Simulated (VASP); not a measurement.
# Co (P6_3/mmc) in VASP: relaxation of cell and atoms with PBE

Aim: the relaxation of cell and atoms of Co with PBE.

All numbers are computed with VASP 6.6.1; they aren't measurements. Logs are shortened: lines on timing, memory, paths and dates and some standing lists are left out, and cuts for length are marked.

### 1 The cell of the first run

It takes space group P6_3/mmc (No. 194, hexagonal). Conventional cell: a = 2.470 Å, b = 2.470 Å, c = 3.998 Å, α = 90.00°, β = 90.00°, γ = 120.00°. Co (site symmetry -6m2) has 12 Co at 2.46 to 2.47 Å within 3.2 Å.

### 2 Relaxation of cell and atoms, PBE, collinear spin, ferromagnetic start, target pressure 6.5 GPa, at which the enthalpy is minimised

Input file INCAR:

```
ALGO = Normal
EDIFF = 1E-6
EDIFFG = -0.005
ENCUT = 600
GGA = PE
IBRION = 2
ISIF = 3
ISMEAR = -1
ISPIN = 2
LASPH = True
LCHARG = False
LMAXMIX = 4
LORBIT = 11
LREAL = False
LWAVE = False
MAGMOM = 1.7 1.7
NELM = 150
NSW = 32
PREC = Accurate
PSTRESS = 65.0
SIGMA = 0.1
```

Input file KPOINTS:

```
k-points
0
Gamma
  18 18 10
```

Input file POSCAR:

```
Co
1.0
    2.4695738474      0.0000000000      0.0000000000
   -1.2347869237      2.1387136884      0.0000000000
    0.0000000000      0.0000000000      3.9980046740
Co
2
Direct
    0.3333333333      0.6666666667      0.2500000000
    0.6666666667      0.3333333333      0.7500000000
```

Potentials or basis: VASP PAW PBE potentials, release 64 (Co).

The run is started by

```bash
cat potpaw_PBE.64/Co/POTCAR > POTCAR
mpirun -np 1 vasp_std > vasp.out
```

OUTCAR:

```text
EDIFF = 1E-6
   EDIFFG = -0.005
   ENCUT = 600
   GGA = PE
   IBRION = 2
   ISIF = 3
   ISMEAR = -1
   ISPIN = 2
   LASPH = True
   LORBIT = 11
   LREAL = False
   NELM = 150
   NSW = 32
   PREC = Accurate
   PSTRESS = 65.0

 ion  position               nearest neighbor table
   1  0.333  0.667  0.250-   2 2.46   2 2.46   2 2.46   2 2.46   2 2.46   2 2.46
   2  0.667  0.333  0.750-   1 2.46   1 2.46   1 2.46   1 2.46   1 2.46   1 2.46

  LATTYP: Found a hexagonal cell.
 ALAT       =     2.4695738474
 C/A-ratio  =     1.6189046860

  Lattice vectors:

 A1 = (   2.4695738474,   0.0000000000,   0.0000000000)
 A2 = (  -1.2347869237,   2.1387136884,   0.0000000000)
 A3 = (   0.0000000000,   0.0000000000,   3.9980046740)

Analysis of symmetry for initial positions (statically):
=====================================================================
 Subroutine PRICEL returns:
 Original cell was already a primitive cell.

 Routine SETGRP: Setting up the symmetry group for a
 hexagonal supercell.

 Subroutine GETGRP returns: Found 24 space group operations
 (whereof 12 operations were pure point group operations)
 out of a pool of 24 trial point group operations.

The static configuration has the point symmetry D_3d.
 The point group associated with its full space group is D_6h.

Analysis of symmetry for dynamics (positions and initial velocities):
=====================================================================
 Subroutine PRICEL returns:
 Original cell was already a primitive cell.

 Routine SETGRP: Setting up the symmetry group for a
 hexagonal supercell.

 Subroutine GETGRP returns: Found 24 space group operations
 (whereof 12 operations were pure point group operations)
 out of a pool of 24 trial point group operations.

The dynamic configuration has the point symmetry D_3d.
 The point group associated with its full space group is D_6h.

Analysis of structural, dynamic, and magnetic symmetry:
=====================================================================
 Subroutine PRICEL returns:
 Original cell was already a primitive cell.

 Routine SETGRP: Setting up the symmetry group for a
 hexagonal supercell.

 Subroutine GETGRP returns: Found 24 space group operations
 (whereof 12 operations were pure point group operations)
 out of a pool of 24 trial point group operations.

The overall configuration has the point symmetry D_3d.
 The point group associated with its full space group is D_6h.

 Subroutine INISYM returns: Found 24 space group operations
 (whereof 12 operations are pure point group operations),
 and found     1 'primitive' translations

----------------------------------------------------------------------------------------

                                     Primitive cell

  volume of cell :      21.1163

  direct lattice vectors                    reciprocal lattice vectors
     2.469573847  0.000000000  0.000000000     0.404928162  0.233785384  0.000000000
    -1.234786924  2.138713688  0.000000000     0.000000000  0.467570767  0.000000000
     0.000000000  0.000000000  3.998004674     0.000000000  0.000000000  0.250124770

  length of vectors
     2.469573847  2.469573847  3.998004674     0.467570767  0.467570767  0.250124770

  position of ions in fractional coordinates (direct lattice)
     0.333333333  0.666666667  0.250000000
     0.666666667  0.333333333  0.750000000

  ion indices of the primitive-cell ions
   primitive index   ion index
                 1           1
                 2           2

----------------------------------------------------------------------------------------

 KPOINTS: k-points

Automatic generation of k-mesh.
 Grid dimensions read from file:
 generate k-points for:   18   18   10

 Generating k-lattice:

  Cartesian coordinates                     Fractional coordinates (reciprocal lattice)
     0.022496009  0.012988077  0.000000000     0.055555556  0.000000000  0.000000000
     0.000000000  0.025976154  0.000000000     0.000000000  0.055555556  0.000000000
     0.000000000  0.000000000  0.025012477     0.000000000  0.000000000  0.100000000

  Length of vectors
     0.025976154  0.025976154  0.025012477

  Shift w.r.t. Gamma in fractional coordinates (k-lattice)
     0.000000000  0.000000000  0.000000000

 Subroutine IBZKPT returns following result:
 ===========================================

 Found    222 irreducible k-points:

 Following reciprocal coordinates:
            Coordinates               Weight
  0.000000  0.000000  0.000000      1.000000
  0.055556 -0.000000  0.000000      6.000000
  0.111111 -0.000000  0.000000      6.000000
  0.166667 -0.000000  0.000000      6.000000
  0.222222  0.000000  0.000000      6.000000
  0.277778  0.000000  0.000000      6.000000
[... 16 lines left out ...]
  0.333333  0.111111  0.000000     12.000000
  0.388889  0.111111  0.000000     12.000000
 [... further k-points ...]
   k-points           NKPTS =    222   k-points in BZ     NKDIM =    222   number of bands    NBANDS=     15
   number of dos      NEDOS =    301   number of ions     NIONS =      2
   total plane-waves  NPLWV =  12800
   dimension x,y,z NGX =    20 NGY =   20 NGZ =   32
   dimension x,y,z NGXF=    40 NGYF=   40 NGZF=   64
   ions per type =               2
   NGX,Y,Z   is equivalent  to a cutoff of  13.46, 13.46, 13.31 a.u.
   NGXF,Y,Z  is equivalent  to a cutoff of  26.93, 26.93, 26.61 a.u.
 SYSTEM =  unknown system
   PREC   = accura    normal or accurate (medium, high low for compatibility)
   ISTART =      0    job   : 0-new  1-cont  2-samecut
   ICHARG =      2    charge: 1-file 2-atom 10-const
   ISPIN  =      2    spin polarized calculation?
   LNONCOLLINEAR =      F non collinear calculations
   LSORBIT =      F    spin-orbit coupling
   LASPH  =      T    aspherical Exc in radial PAW
   ENCUT  =  600.0 eV  44.10 Ry    6.64 a.u.   4.93  4.93  7.99*2*pi/ulx,y,z
   NELM   =    150;   NELMIN=  2; NELMDL= -5     # of ELM steps
   EDIFF  = 0.1E-05   stopping-criterion for ELM
   LREAL  =      F    real-space projection
   EDIFFG = -.5E-02   stopping-criterion for IOM
   NSW    =     32    number of steps for IOM
   IBRION =      2    ionic relax: 0-MD 1-quasi-New 2-CG
   NFREE  =      1    steps in history (QN), initial steepest desc. (CG)
   ISIF   =      3    stress and relaxation
   ISYM   =      2    0-nonsym 1-usesym 2-fastsym
   POTIM  = 0.5000    time-step for ionic-motion
   TEBEG  =    0.0;   TEEND  =   0.0 temperature during run
   PSTRESS=   65.0 pullay stress
   NELECT =      18.0000    total number of electrons
   NUPDOWN=      -1.0000    fix difference up-down
   EMIN   =  10.00;   EMAX   =-10.00  energy-range for DOS
   EFERMI =   0.00;   METHOD = LEGACY
   ISMEAR =    -1;   SIGMA  =   0.10  broadening in eV -4-tet -1-fermi 0-gaus
   EFERMI_NEDOS =   21; number of points for ismear=-14 and -15
   IALGO  =     38    algorithm
   IMIX   =      4    mixing-type and parameters
     AMIX     =   0.40;   BMIX     =  1.00
     AMIX_MAG =   1.60;   BMIX_MAG =  1.00
  volume/ion in A,a.u.               =      10.56        71.25
  Fermi-wavevector in a.u.,A,eV,Ry     =   1.552243  2.933314 32.782666  2.409458
  Thomas-Fermi vector in A             =   2.656646
   LORBIT       =     11    0 simple, 1 ext, 2 COOP (PROOUT), +10 PAW based schemes
   GGA     = PE    functional components
   LHFCALC =     F    Hartree Fock is set to
   AEXX    =    0.0000 exact exchange contribution
   IVDW    =     0    specifies the selected vdW correction
   LEPSILON=     F    determine dielectric tensor
   LRPA    =     F    only Hartree local field effects (RPA)
 conjugate gradient relaxation of ions
 spin polarized calculation
  energy-cutoff  :      600.00
  volume of cell :       21.12
 maximum number of plane-waves:       732
 NGX is ok and might be reduce to    20
   NGX =  9   NGY =  9   NGZ = 15

--------------------------------------- Ionic step        1  -------------------------------------------

 number of electron      17.9999997 magnetization       3.1523852

 Free energy of the ion-electron system (eV)
  ---------------------------------------------------
  ext. energy  EPLUGINS =         0.00000000
  ---------------------------------------------------
  free energy    TOTEN  =       -14.09120188 eV

  energy without entropy =      -14.03210071  energy(sigma->0) =      -14.06165129

------------------------ aborting loop because EDIFF is reached ----------------------------------------

  FORCE on cell =-STRESS in cart. coord.  units (eV):
  Direction    XX          YY          ZZ          XY          YZ          ZX
  --------------------------------------------------------------------------------------
  -------------------------------------------------------------------------------------
  Total        0.7340581      0.7340581      0.7174149      0.0000000     -0.0000000      0.0000000
  in kB       55.6958806     55.6958806     54.4330922      0.0000000     -0.0000000      0.0000000
  external PRESSURE =      -9.7250489 kB  Pullay stress =      65.0000000 kB
[... 97 lines left out ...]
  energy  without entropy=      -14.0291191261  energy(sigma->0) =      -14.05856232

  enthalpy is  TOTEN    =       -13.2347695592 eV   P V=        0.8532359595

[... ionic steps 4 to 14 ...]

--------------------------------------- Ionic step       15  -------------------------------------------

 number of electron      17.9999998 magnetization       3.1464177

------------------------ aborting loop because EDIFF is reached ----------------------------------------
[... 71 lines left out ...]
--------------------------------------- Ionic step       17  -------------------------------------------

 number of electron      17.9999998 magnetization       3.1479377

 Free energy of the ion-electron system (eV)
  ---------------------------------------------------
  ext. energy  EPLUGINS =         0.00000000
  ---------------------------------------------------
  free energy    TOTEN  =       -14.08804639 eV

  energy without entropy =      -14.02917265  energy(sigma->0) =      -14.05860952

 E-fermi :  10.7007     XC(G=0): -13.5883

 val. band max:       10.6995266283   @ k =   0.2222   0.1111   0.1000
 cond. band min:      10.7058486878   @ k =   0.2222   0.1667   0.4000
 fundamental gap:      0.0063220596
 Fermi energy:        10.7006628801

 spin component 1

 k-point     1 :       0.0000    0.0000    0.0000
  band No.  band energies     occupation
      1       1.6134      1.00000
      2       5.4357      1.00000
      3       8.0594      1.00000
      4       8.0832      1.00000
      5       8.0832      1.00000
      6       8.4112      1.00000
      7       8.4112      1.00000
      8       8.7750      1.00000
      9       8.7750      1.00000
     10       9.9263      0.99957
     11       9.9263      0.99957
     12      10.6086      0.71514
     13      17.3398      0.00000
     14      32.9540      0.00000
[... 401 lines left out ...]
      2       6.0900      1.00000
      3       6.2049      1.00000
      4       7.7273      1.00000
      5       7.8522      1.00000
      6       8.1529      1.00000
      7       8.5017      1.00000
      8       9.9115      0.99963
      9      10.0859      0.99787
     10      10.0936      0.99770
     11      11.8860      0.00001
     12      15.4736      0.00000
     13      20.3323      0.00000
     14      21.1685      0.00000
     15      23.4550      0.00000

 [... further k-points ...]

 spin component 2

 k-point     1 :       0.0000    0.0000    0.0000
  band No.  band energies     occupation
      1       1.6125      1.00000
      2       6.3548      1.00000
      3       9.6519      0.99997
      4       9.6821      0.99996
      5       9.6821      0.99996
      6      10.0639      0.99829
      7      10.0639      0.99829
      8      10.5091      0.87169
      9      10.5091      0.87169
     10      10.5520      0.81558
     11      11.7771      0.00002
     12      11.7771      0.00002
     13      18.3367      0.00000
     14      32.6815      0.00000
[... 401 lines left out ...]
      2       7.2619      1.00000
      3       7.4061      1.00000
      4       8.5247      1.00000
      5       9.4155      1.00000
      6       9.6324      0.99998
      7      10.0384      0.99867
      8      11.7071      0.00004
      9      11.9148      0.00001
     10      11.9702      0.00000
     11      13.1955      0.00000
     12      16.2926      0.00000
     13      20.8361      0.00000
     14      21.6086      0.00000
     15      23.7681      0.00000

 [... further k-points ...]

------------------------ aborting loop because EDIFF is reached ----------------------------------------

  FORCE on cell =-STRESS in cart. coord.  units (eV):
  Direction    XX          YY          ZZ          XY          YZ          ZX
  --------------------------------------------------------------------------------------
  -------------------------------------------------------------------------------------
  Total        0.8497987      0.8497987      0.8542913     -0.0000000     -0.0000000     -0.0000000
  in kB       64.7351806     64.7351806     65.0774137     -0.0000000     -0.0000000     -0.0000000
  external PRESSURE =      -0.1507417 kB  Pullay stress =      65.0000000 kB
[... 21 lines left out ...]
  energy  without entropy=      -14.0291726470  energy(sigma->0) =      -14.05860952

  enthalpy is  TOTEN    =       -13.2347713697 eV   P V=        0.8532750205

 reached required accuracy - stopping structural energy minimisation

 total charge

# of ion       s       p       d       tot
------------------------------------------
    1        0.502   0.548   7.286   8.336
    2        0.502   0.548   7.286   8.336
--------------------------------------------------
tot          1.003   1.097  14.572  16.672

 magnetization (x)

# of ion       s       p       d       tot
------------------------------------------
    1       -0.015  -0.055   1.658   1.588
    2       -0.015  -0.055   1.658   1.588
--------------------------------------------------
tot         -0.031  -0.110   3.316   3.176
```

It took 11 min on 1 thread of Intel Xeon 8259CL, shared host; peak memory 0.23 GiB.

What came out:

```yaml
Free_energy: -14.0880 eV
Relaxed_volume: 10.52 Å³/atom
Relaxed_cell: a = 2.467 Å, b = 2.467 Å, c = 3.991 Å, α = 90.00°, β = 90.00°, γ = 120.00°
Space_group_after_relaxing_to_0.1_Å: P6_3/mmc (No. 194)
Energy_change_on_relaxing_the_run_minimises_the_enthalpy: +1.6 meV/atom
Ionic_steps: 17
Pressure_after_relaxing: 6.5 GPa
Net_moment: 3.15 μB per cell
Site_moments: Co +1.59 μB
Valence_electrons_inside_the_program's_atomic_spheres: Co 8.34
```

The path:
```
step  energy change (eV)  largest force (eV/Å)  pressure (GPa)  volume (Å³)
   1              0.0000                0.0000            5.53        21.12
   2              0.0081                0.0000            7.86        20.92
   3              0.0032                0.0000            6.55        21.03
   4              0.0030                0.0000            6.48        21.04
   5              0.0031                0.0000            6.85        21.03
   6              0.0007                0.0000            5.78        21.10
   7              0.0027                0.0000            6.38        21.04
   8              0.0028                0.0000            6.45        21.04
   9              0.0028                0.0000            6.77        21.04
  10              0.0028                0.0000            6.18        21.04
  11              0.0028                0.0000            6.55        21.04
  12              0.0028                0.0000            6.35        21.04
  13              0.0028                0.0000            6.45        21.04
  14              0.0031                0.0000            6.47        21.03
  15              0.0040                0.0000            6.70        21.01
  16              0.0033                0.0000            6.59        21.03
  17              0.0032                0.0000            6.48        21.03
```

Final structure:
```yaml
crystal:
  lattice:
    - [2.46667, 0.00000, 0.00000]
    - [-1.23334, 2.13620, 0.00000]
    - [0.00000, 0.00000, 3.99147]
  atoms:
    - { symbol: Co, position: [0.33333, 0.66667, 0.25000] }
    - { symbol: Co, position: [0.66667, 0.33333, 0.75000] }
```

Caveat: the cell is relaxed towards a set pressure, so the run minimises the enthalpy, not the energy.
